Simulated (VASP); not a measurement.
Input of a VASP 6.6.1 run:

File INCAR:

```
ALGO = Normal ; EDIFF = 1E-7
ENCUT = 520 ; GGA = PE
ISIF = 2 ; ISMEAR = 0
LASPH = T ; LCHARG = F
LREAL = F ; LWAVE = F
NBANDS = 50 ; NELM = 80
PREC = Accurate ; SIGMA = 0.02
```

KPOINTS

```
k-points
0
Gamma
  8 8 8
```

The input POSCAR:

```
Sn3PbO4
1.0
   -2.7627149743      2.7627149743      5.1893261566
    2.7627149743     -2.7627149743      5.1893261566
    2.7627149743      2.7627149743     -5.1893261566
Sn Pb O
3 1 4
Direct
    0.1420083257      0.1420083257      0.0000000000
    0.3596840368      0.8596840368      0.5000000000
    0.8596840368      0.3596840368      0.5000000000
    0.6264791797      0.6264791797      0.0000000000
    0.4986265060      0.0074457045      0.0000000000
    0.0074457045      0.4986265060      0.0000000000
    0.4986265060      0.4986265060      0.4911808015
    0.0074457045      0.0074457045      0.5088191985
```

Potentials or basis: VASP PAW PBE potentials, release 64 (Sn_d, Pb_d, O).

The run is started by

```sh
$ cat potpaw_PBE.64/Sn_d/POTCAR potpaw_PBE.64/Pb_d/POTCAR potpaw_PBE.64/O/POTCAR > POTCAR
$ mpirun -np 1 vasp_std > vasp.out
```

**Question.** What does it give for the largest force?

**Answer.** 0.075 eV/Å.

**Question.** What does it give for the pressure?

**Answer.** 0.2 GPa.

Forces in eV/Å, atoms in the order of the input:
```
Sn   0.000  0.000 -0.071
Sn   0.000  0.000  0.075
Sn   0.000  0.000  0.075
Pb   0.000  0.000 -0.047
O   -0.002  0.002 -0.008
O    0.002 -0.002 -0.008
O    0.002  0.002 -0.008
O   -0.002 -0.002 -0.008
```
